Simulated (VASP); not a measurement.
Wanted: the native input for a VASP 6.6.1 run.

- Task: single point
- Functional: LDA
- Potentials or basis: VASP PAW LDA potentials, release 64 (Na_pv, F)
- Cutoff: 600 eV
- k mesh: 8 × 8 × 8
- Occupations: gaussian, width 0.02 eV
- Spin: no spin polarisation
- Dipole correction: no
- Further INCAR settings: ALGO = Normal; EDIFF = 1e-06; NBANDS = 14

The structure of NaF lies in POSCAR:

```
NaF
1.0
    0.0000000000      2.3504971257      2.3504971257
    2.3504971257      0.0000000000      2.3504971257
    2.3504971257      2.3504971257      0.0000000000
Na F
1 1
Direct
    0.5000000000      0.5000000000      0.5000000000
    0.0000000000      0.0000000000      0.0000000000
```

These files were run (other wordings do the same):

INCAR

```
PREC = Accurate ; ENCUT = 600
EDIFF = 1E-6 ; ISMEAR = 0
SIGMA = 0.02 ; LREAL = F
LASPH = T ; NELM = 120
ALGO = Normal ; ISIF = 2
LWAVE = F ; LCHARG = F
GGA = CA ; NBANDS = 14
GGA_COMPAT = F
```

KPOINTS

```
Automatic mesh
0
Gamma
  8 8 8
```

Potentials or basis: VASP PAW LDA potentials, release 64 (Na_pv, F).

Run with:

```sh
$ cat potpaw_LDA.64/Na_pv/POTCAR potpaw_LDA.64/F/POTCAR > POTCAR
$ mpirun -np 1 vasp_std > vasp.out
```

Results of the run:

* Pressure: -6.1 GPa
* Band gap on the k mesh: 5.74 eV

Caveat: the cell stands under tension.

It took 5.9 s on 1 thread of Intel(R) Xeon(R) 6975P-C (Granite Rapids), on a shared host, peak memory 0.14 GiB.
